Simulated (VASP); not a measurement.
Set up this calculation in VASP 6.6.1, as the native input.

| Property | Result |
| --- | --- |
| Task | relaxation of cell and atoms |
| Functional | PBEsol |
| Potentials or basis | VASP PAW PBE potentials, release 64 (Sc_sv) |
| Cutoff | 600 eV |
| k mesh | 12 × 12 × 8 |
| Occupations | gaussian, width 0.1 eV |
| Spin | no spin polarisation |
| Dipole correction | no |
| Further INCAR settings | ALGO = Normal; EDIFF = 1e-06; IBRION = 2; EDIFFG = -0.01; NSW = 80; ISIF = 3 |

The structure of Sc lies in POSCAR:

```
Sc
1.0
    3.3272063044      0.0000000000      0.0000000000
   -1.6636031522      2.8814451832      0.0000000000
    0.0000000000      0.0000000000      5.1660570942
Sc
2
Direct
    0.3333333333      0.6666666667      0.2500000000
    0.6666666667      0.3333333333      0.7500000000
```

One way to write it, as run:

INCAR

```
SYSTEM = Sc
  PREC = Accurate
  ENCUT = 600
  EDIFF = 1E-6
  ISMEAR = 0
  SIGMA = 0.1
  LREAL = .FALSE.
  LASPH = .TRUE.
  NELM = 60
  ALGO = Normal
  ISIF = 3
  LWAVE = .FALSE.
  LCHARG = .FALSE.
  GGA = PS
  IBRION = 2
  NSW = 80
  EDIFFG = -0.01
```

KPOINTS

```
Automatic mesh
0
G
  12 12 8
  0 0 0
```

Potentials or basis: VASP PAW PBE potentials, release 64 (Sc_sv).

Launch:

```sh
$ cat potpaw_PBE.64/Sc_sv/POTCAR > POTCAR
$ mpirun -np 1 vasp_std > vasp.out
```

It gave:

| Property | Result |
| --- | --- |
| Relaxed volume | 23.67 Å³/atom |
| Relaxed cell | a = 3.277 Å, b = 3.277 Å, c = 5.091 Å, α = 90.00°, β = 90.00°, γ = 120.00° |
| Space group after relaxing (to 0.1 Å) | P6_3/mmc (No. 194) |
| Energy gained by relaxing | 8.5 meV/atom |
| Ionic steps | 3 |
| Pressure after relaxing | 0.0 GPa |
| Band gap on the k mesh | zero (bands 11 and 12 overlap by 1.56 eV) |

Caveat: the PAW data sets were made with another functional, which shifts forces and pressure a little.

Run time: 100 s on 1 thread of AMD EPYC 9R45 96-Core Processor (Zen 5) (shared host), peak memory 0.2 GiB.
